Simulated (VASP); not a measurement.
# Yb (Fd-3m) in VASP: a series of runs

Yb is run at these levels: BLYP; tasks: single point.

All numbers are computed with VASP 6.6.1; they aren't measurements. Logs are shortened: lines on timing, memory, paths and dates and some standing lists are left out, and cuts for length are marked.

## 1. The cell of the first run

Symmetry: Fd-3m, No. 227, cubic system. The conventional cell has a = 9.242 Å, b = 9.242 Å, c = 9.242 Å, α = 90.00°, β = 90.00°, γ = 90.00°. Within 5.3 Å of Yb (site symmetry -43m) lie 4 Yb at 4.00 Å.

This isn't the form of Yb at room conditions, which is fcc.

## 2. Single point, BLYP (98.68 Å³/atom)

Contents of INCAR:

```
SYSTEM = Yb
AGGAC = 1.0 ; AGGAX = 1.0
ALDAC = 0.0 ; ALDAX = 1.0
ALGO = Normal ; EDIFF = 1E-6
ENCUT = 520 ; GGA = B5
ISIF = 2 ; ISMEAR = -1
LASPH = .True. ; LCHARG = .True.
LELF = .True. ; LREAL = .False.
LVHAR = .True. ; LWAVE = .False.
NBANDS = 31 ; NELM = 80
PREC = Accurate ; SIGMA = 0.1
```

Contents of KPOINTS:

```
k-points
0
Gamma
  7 7 7
  0 0 0
```

Contents of POSCAR:

```
Yb
1.0
    0.0000000000      4.6209997208      4.6209997208
    4.6209997208      0.0000000000      4.6209997208
    4.6209997208      4.6209997208      0.0000000000
Yb
2
Direct
    0.1250000000      0.1250000000      0.1250000000
    0.8750000000      0.8750000000      0.8750000000
```

Potentials or basis: VASP PAW PBE potentials, release 64 (Yb).

On the command line:

```sh
cat potpaw_PBE.64/Yb/POTCAR > POTCAR
mpirun -np 1 vasp_std > vasp.out
```

OUTCAR:

```text
SYSTEM = Yb
   EDIFF = 1E-6
   ENCUT = 520
   GGA = B5
   ISIF = 2
   ISMEAR = -1
   LASPH = .True.
   LREAL = .False.
   NELM = 80
   PREC = Accurate

 ion  position               nearest neighbor table
   1  0.125  0.125  0.125-
   2  0.875  0.875  0.875-

  LATTYP: Found a face centered cubic cell.
 ALAT       =     9.2419994416

  Lattice vectors:

 A1 = (   0.0000000000,   4.6209997208,   4.6209997208)
 A2 = (   4.6209997208,   0.0000000000,   4.6209997208)
 A3 = (   4.6209997208,   4.6209997208,   0.0000000000)

Analysis of symmetry for initial positions (statically):
=====================================================================
 Subroutine PRICEL returns:
 Original cell was already a primitive cell.

 Routine SETGRP: Setting up the symmetry group for a
 face centered cubic supercell.

 Subroutine GETGRP returns: Found 48 space group operations
 (whereof 12 operations were pure point group operations)
 out of a pool of 48 trial point group operations.

The static configuration has the point symmetry D_3d.
 The point group associated with its full space group is O_h .

Analysis of symmetry for dynamics (positions and initial velocities):
=====================================================================
 Subroutine PRICEL returns:
 Original cell was already a primitive cell.

 Routine SETGRP: Setting up the symmetry group for a
 face centered cubic supercell.

 Subroutine GETGRP returns: Found 48 space group operations
 (whereof 12 operations were pure point group operations)
 out of a pool of 48 trial point group operations.

The dynamic configuration has the point symmetry D_3d.
 The point group associated with its full space group is O_h .

 Subroutine INISYM returns: Found 48 space group operations
 (whereof 12 operations are pure point group operations),
 and found     1 'primitive' translations

----------------------------------------------------------------------------------------

                                     Primitive cell

  volume of cell :     197.3503

  direct lattice vectors                    reciprocal lattice vectors
     0.000000000  4.620999721  4.620999721    -0.108201694  0.108201694  0.108201694
     4.620999721  0.000000000  4.620999721     0.108201694 -0.108201694  0.108201694
     4.620999721  4.620999721  0.000000000     0.108201694  0.108201694 -0.108201694

  length of vectors
     6.535080477  6.535080477  6.535080477     0.187410832  0.187410832  0.187410832

[... 72 lines left out ...]
   LASPH  =      T    aspherical Exc in radial PAW
   ENCUT  =  520.0 eV  38.22 Ry    6.18 a.u.  12.15 12.15 12.15*2*pi/ulx,y,z
   NELM   =     80;   NELMIN=  2; NELMDL= -5     # of ELM steps
   EDIFF  = 0.1E-05   stopping-criterion for ELM
   LREAL  =      F    real-space projection
   EDIFFG = 0.1E-04   stopping-criterion for IOM
   NSW    =      0    number of steps for IOM
   IBRION =     -1    ionic relax: 0-MD 1-quasi-New 2-CG
   NFREE  =      0    steps in history (QN), initial steepest desc. (CG)
   ISIF   =      2    stress and relaxation
   ISYM   =      2    0-nonsym 1-usesym 2-fastsym
   POTIM  = 0.5000    time-step for ionic-motion
   TEBEG  =    0.0;   TEEND  =   0.0 temperature during run
   PSTRESS=    0.0 pullay stress
   NELECT =      48.0000    total number of electrons
   NUPDOWN=      -1.0000    fix difference up-down
   EMIN   =  10.00;   EMAX   =-10.00  energy-range for DOS
   EFERMI =   0.00;   METHOD = LEGACY
   ISMEAR =    -1;   SIGMA  =   0.10  broadening in eV -4-tet -1-fermi 0-gaus
   EFERMI_NEDOS =   21; number of points for ismear=-14 and -15
   IALGO  =     38    algorithm
   IMIX   =      4    mixing-type and parameters
     AMIX     =   0.40;   BMIX     =  1.00
     AMIX_MAG =   1.60;   BMIX_MAG =  1.00
  volume/ion in A,a.u.               =      98.68       665.89
  Fermi-wavevector in a.u.,A,eV,Ry     =   1.021902  1.931115 14.208346  1.044284
  Thomas-Fermi vector in A             =   2.155552
   LORBIT       =      0    0 simple, 1 ext, 2 COOP (PROOUT), +10 PAW based schemes
   GGA     = B5    functional components
   LHFCALC =     F    Hartree Fock is set to
   AEXX    =    0.0000 exact exchange contribution
   IVDW    =     0    specifies the selected vdW correction
   LEPSILON=     F    determine dielectric tensor
   LRPA    =     F    only Hartree local field effects (RPA)
 non-spin polarized calculation
  energy-cutoff  :      520.00
  volume of cell :      197.35
 maximum number of plane-waves:      5327
 NGX is ok and might be reduce to    50
   NGX = 25   NGY = 25   NGZ = 25

 number of electron      47.9999985 magnetization

 Free energy of the ion-electron system (eV)
  ---------------------------------------------------
  ext. energy  EPLUGINS =         0.00000000
  ---------------------------------------------------
  free energy    TOTEN  =        -3.99217598 eV

  energy without entropy =       -3.87067150  energy(sigma->0) =       -3.93142374

 E-fermi :  -0.2368     XC(G=0):  -5.0755

 val. band max:       -0.2413160022   @ k =  -0.1429   0.1429   0.0000
 cond. band min:      -0.1806643184   @ k =  -0.2857   0.4286   0.1429
 fundamental gap:      0.0606516839
 Fermi energy:        -0.2368095071

 k-point     1 :       0.0000    0.0000    0.0000
  band No.  band energies     occupation
      1     -52.4358      2.00000
      2     -52.4321      2.00000
      3     -25.0937      2.00000
      4     -25.0937      2.00000
      5     -25.0937      2.00000
      6     -25.0492      2.00000
[... 669 lines left out ...]
     30       1.4356      0.00000
     31       2.0159      0.00000

------------------------ aborting loop because EDIFF is reached ----------------------------------------

  FORCE on cell =-STRESS in cart. coord.  units (eV):
  Direction    XX          YY          ZZ          XY          YZ          ZX
  --------------------------------------------------------------------------------------
  -------------------------------------------------------------------------------------
  Total       -0.0093995     -0.0093995     -0.0093995     -0.0000000      0.0000000      0.0000000
  in kB       -0.0763089     -0.0763089     -0.0763089     -0.0000000      0.0000000      0.0000000
  external PRESSURE =      -0.0763089 kB  Pullay stress =       0.0000000 kB

 VOLUME and BASIS-vectors are now :
 -----------------------------------------------------------------------------
  energy-cutoff  :      520.00
  volume of cell :      197.35
      direct lattice vectors                 reciprocal lattice vectors
     0.000000000  4.620999721  4.620999721    -0.108201694  0.108201694  0.108201694
     4.620999721  0.000000000  4.620999721     0.108201694 -0.108201694  0.108201694
     4.620999721  4.620999721  0.000000000     0.108201694  0.108201694 -0.108201694

 POSITION                                       TOTAL-FORCE (eV/Angst)
 -----------------------------------------------------------------------------------
      1.15525      1.15525      1.15525         0.000000     -0.000000     -0.000000
      8.08675      8.08675      8.08675        -0.000000      0.000000      0.000000
 -----------------------------------------------------------------------------------
    total drift:                                0.000000      0.000000     -0.000000

  FREE ENERGIE OF THE ION-ELECTRON SYSTEM (eV)
  ---------------------------------------------------
  free  energy   TOTEN  =        -3.9921759801 eV

  energy  without entropy=       -3.8706714968  energy(sigma->0) =       -3.93142374
```

OSZICAR:

```text
N       E                     dE             d eps       ncg     rms          rms(c)
DAV:   1     0.409456465259E+03    0.40946E+03   -0.16590E+04  1716   0.852E+03
DAV:   2     0.119048172481E+03   -0.29041E+03   -0.26812E+03  1793   0.906E+02
DAV:   3     0.143635782994E+02   -0.10468E+03   -0.10313E+03  2010   0.296E+02
DAV:   4    -0.546742444434E+00   -0.14910E+02   -0.14745E+02  2313   0.853E+01
[... 12 lines left out ...]
DAV:  70    -0.399226469351E+01   -0.23703E-04   -0.19591E-05  2328   0.609E-02    0.912E-02
DAV:  71    -0.399222873946E+01    0.35954E-04   -0.13075E-05  1736   0.827E-02    0.667E-02
DAV:  72    -0.399218568688E+01    0.43053E-04   -0.36108E-05  1631   0.155E-01    0.306E-02
DAV:  73    -0.399217640193E+01    0.92850E-05   -0.19628E-05  2127   0.935E-02    0.233E-02
DAV:  74    -0.399217598013E+01    0.42179E-06   -0.15103E-06   900   0.336E-02
   1 F= -.39921760E+01 E0= -.39314237E+01  d E =-.121504E+00
```

It took 11 min on 1 thread of Intel Xeon 6975P-C (Granite Rapids), shared host; peak memory 0.4 GiB.

Results:

* Free energy: -3.9922 eV
* Pressure: 0.0 GPa
* Band gap on the k mesh: zero (bands 24 and 25 overlap by 0.67 eV)

Caveat: the PAW data sets were made with another functional, which shifts forces and pressure a little; spin-orbit coupling is left out, which moves the levels of the heavy elements.

## 3. Single point, BLYP (102.62 Å³/atom)

This run uses another cell than the first one, of 102.62 Å³/atom.

Contents of INCAR:

```
AGGAC = 1.0
AGGAX = 1.0
ALDAC = 0.0
ALDAX = 1.0
ALGO = Normal
EDIFF = 1E-7
ENCUT = 520
GGA = B5
ISIF = 2
ISMEAR = -1
LASPH = T
LCHARG = T
LELF = T
LREAL = F
LVHAR = T
LWAVE = F
NBANDS = 31
NELM = 80
PREC = Accurate
SIGMA = 0.1
```

Contents of KPOINTS:

```
k-points
0
Gamma
  7 7 7
```

Contents of POSCAR:

```
Yb
1.0
    0.0000000000      4.6818093222      4.6818093222
    4.6818093222      0.0000000000      4.6818093222
    4.6818093222      4.6818093222      0.0000000000
Yb
2
Direct
    0.1250000000      0.1250000000      0.1250000000
    0.8750000000      0.8750000000      0.8750000000
```

Potentials or basis: VASP PAW PBE potentials, release 64 (Yb).

On the command line:

```sh
cat potpaw_PBE.64/Yb/POTCAR > POTCAR
mpirun -np 1 vasp_std > vasp.out
```

Wall time 12 min (1 thread of Intel Xeon 6975P-C (Granite Rapids), shared host); peak memory 0.39 GiB.

The run converged. Its results:

```yaml
Free_energy: -3.9894 eV
Pressure: -0.1 GPa
Band_gap_on_the_k_mesh: zero (bands 24 and 25 overlap by 0.64 eV)
```

Levels at points of the mesh, in eV from the Fermi level:
| k point | band 22 | band 23 | band 24 | band 25 | band 26 | band 27 |
| --- | --- | --- | --- | --- | --- | --- |
| (0.00, 0.00, 0.00) | -0.58 | -0.58 | 0.71 | 0.71 | 0.71 | 1.04 |

Caveat: the PAW data sets were made with another functional, which shifts forces and pressure a little; spin-orbit coupling is left out, which moves the levels of the heavy elements.

## 4. Single point, BLYP (106.57 Å³/atom)

This run uses another cell than the first one, of 106.57 Å³/atom.

Contents of INCAR:

```
  AGGAC = 1.0
  AGGAX = 1.0
  ALDAC = 0.0
  ALDAX = 1.0
  ALGO = Normal
  EDIFF = 1E-6
  ENCUT = 520
  GGA = B5
  ISIF = 2
  ISMEAR = -1
  LASPH = True
  LCHARG = False
  LREAL = False
  LWAVE = False
  NBANDS = 31
  NELM = 100
  PREC = Accurate
  SIGMA = 0.1
```

KPOINTS is that of step 3.

Contents of POSCAR:

```
Yb
1.0
    0.0000000000      4.7410790233      4.7410790233
    4.7410790233      0.0000000000      4.7410790233
    4.7410790233      4.7410790233      0.0000000000
Yb
2
Direct
    0.1250000000      0.1250000000      0.1250000000
    0.8750000000      0.8750000000      0.8750000000
```

Potentials or basis: VASP PAW PBE potentials, release 64 (Yb).

On the command line:

```sh
cat potpaw_PBE.64/Yb/POTCAR > POTCAR
mpirun -np 1 vasp_std > vasp.out
```

OUTCAR:

```text
EDIFF = 1E-6
   ENCUT = 520
   GGA = B5
   ISIF = 2
   ISMEAR = -1
   LASPH = True
   LREAL = False
   NELM = 100
   PREC = Accurate

 ion  position               nearest neighbor table
   1  0.125  0.125  0.125-
   2  0.875  0.875  0.875-

  LATTYP: Found a face centered cubic cell.
 ALAT       =     9.4821580466

  Lattice vectors:

[... 189 lines left out ...]
      6     -25.1913      2.00000
[... 669 lines left out ...]
     30       1.2983      0.00000
     31       1.8294      0.00000

------------------------ aborting loop because EDIFF is reached ----------------------------------------

  FORCE on cell =-STRESS in cart. coord.  units (eV):
  Direction    XX          YY          ZZ          XY          YZ          ZX
  --------------------------------------------------------------------------------------
  -------------------------------------------------------------------------------------
  Total       -0.6173425     -0.6173425     -0.6173425      0.0000000     -0.0000000      0.0000000
  in kB       -4.6406115     -4.6406115     -4.6406115      0.0000000     -0.0000000      0.0000000
  external PRESSURE =      -4.6406115 kB  Pullay stress =       0.0000000 kB

 VOLUME and BASIS-vectors are now :
 -----------------------------------------------------------------------------
  energy-cutoff  :      520.00
  volume of cell :      213.14
      direct lattice vectors                 reciprocal lattice vectors
     0.000000000  4.741079023  4.741079023    -0.105461225  0.105461225  0.105461225
     4.741079023  0.000000000  4.741079023     0.105461225 -0.105461225  0.105461225
     4.741079023  4.741079023  0.000000000     0.105461225  0.105461225 -0.105461225

 POSITION                                       TOTAL-FORCE (eV/Angst)
 -----------------------------------------------------------------------------------
      1.18527      1.18527      1.18527        -0.000000     -0.000000     -0.000000
      8.29689      8.29689      8.29689         0.000000      0.000000      0.000000
 -----------------------------------------------------------------------------------
    total drift:                                0.000000      0.000000     -0.000000

  FREE ENERGIE OF THE ION-ELECTRON SYSTEM (eV)
  ---------------------------------------------------
  free  energy   TOTEN  =        -3.9832919640 eV

  energy  without entropy=       -3.8734335915  energy(sigma->0) =       -3.92836278
```

stdout:

```text
POSCAR found type information on POSCAR Yb
 POSCAR found :  1 types and       2 ions
 scaLAPACK will be used
 -----------------------------------------------------------------------------
|                                                                             |
|                                                                             |
|     You enforced a specific xc type in the INCAR file but a different       |
|     I HOPE YOU KNOW WHAT YOU ARE DOING!                                     |
|                                                                             |
 -----------------------------------------------------------------------------

 LDA part: xc-table for (Slater(with rela. corr.)+VWN5), standard interpolation
 POSCAR, INCAR and KPOINTS ok, starting setup
 FFT: planning ... GRIDC
 FFT: planning ... GRID_SOFT
 FFT: planning ... GRID
 WAVECAR not read
 entering main loop
```

Wall time 9.1 min (1 thread of Intel Xeon 6975P-C (Granite Rapids), shared host); peak memory 0.4 GiB.

Results:

```
Free energy            : -3.9833 eV
Pressure               : -0.5 GPa
Band gap on the k mesh : zero (bands 24 and 25 overlap by 0.62 eV)
```

Caveat: the PAW data sets were made with another functional, which shifts forces and pressure a little; spin-orbit coupling is left out, which moves the levels of the heavy elements. Spin polarisation is off, so any magnetic state and its effect on volume and gap are missing.

## 5. Summary

| cell | gap on the mesh (eV) | pressure (GPa) |
| --- | --- | --- |
| a = 6.535 Å, angles 60.0°, 2 atoms | none | 0.0 |
| a = 6.621 Å, angles 60.0°, 2 atoms | none | -0.1 |
| a = 6.705 Å, angles 60.0°, 2 atoms | none | -0.5 |

Alike in all rows: task single point; level BLYP; potentials or basis VASP PAW PBE potentials, release 64 (Yb); no spin polarisation; k mesh 7 × 7 × 7; cutoff (eV) 520; smearing fermi-dirac 0.1 eV.

Caveats: the PAW data sets were made with another functional, which shifts forces and pressure a little; spin-orbit coupling is left out, which moves the levels of the heavy elements.

Absolute energies hang on the potentials; compare differences alone.

The gap in the log of VASP goes by the Fermi energy; the results here count the filled bands.